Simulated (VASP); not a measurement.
Input of a VASP 6.6.1 run:

Contents of INCAR:

```
SYSTEM = N
ALGO     = Normal         ! electronic algorithm
EDIFF    = 1E-6           ! SCF threshold, eV
ENCUT    = 520            ! plane-wave cutoff, eV
GGA      = PS             ! functional
ISIF     = 2              ! what is computed and relaxed
ISMEAR   = -1             ! smearing method
LASPH    = .True.         ! aspherical terms in the spheres
LCHARG   = .False.        ! write CHGCAR
LREAL    = .False.        ! projectors in reciprocal space
LWAVE    = .False.        ! write WAVECAR
NBANDS   = 30             ! bands
NELM     = 80             ! most SCF steps
PREC     = Accurate       ! precision mode
SIGMA    = 0.05           ! smearing width, eV
```

The input KPOINTS:

```
k-points
0
Gamma
  5 5 5
  0 0 0
```

Contents of POSCAR:

```
N
1.0
    5.6336907573      0.0000000000      0.0000000000
    0.0000000000      5.6336907573      0.0000000000
    0.0000000000      0.0000000000      5.6336907573
N
8
Direct
    0.0573973300      0.4426026700      0.5573973300
    0.4426026700      0.5573973300      0.0573973300
    0.5573973300      0.0573973300      0.4426026700
    0.9426026700      0.9426026700      0.9426026700
    0.9426026700      0.5573973300      0.4426026700
    0.5573973300      0.4426026700      0.9426026700
    0.4426026700      0.9426026700      0.5573973300
    0.0573973300      0.0573973300      0.0573973300
```

Potentials or basis: VASP PAW PBE potentials, release 64 (N).

The run is started by

```bash
$ cat potpaw_PBE.64/N/POTCAR > POTCAR
$ mpirun -np 1 vasp_std > vasp.out
```

(1) Estimate the largest force.

(2) Predict the pressure.

(3) Predict the band gap on the k mesh.

## Answers

(1) 1.335 eV/Å.

(2) -1.6 GPa.

(3) 7.10 eV, indirect (least direct gap 7.12 eV).

Caveat: the standard files for N, O and F lose accuracy on very short bonds; the PAW data sets were made with another functional, which shifts forces and pressure a little.
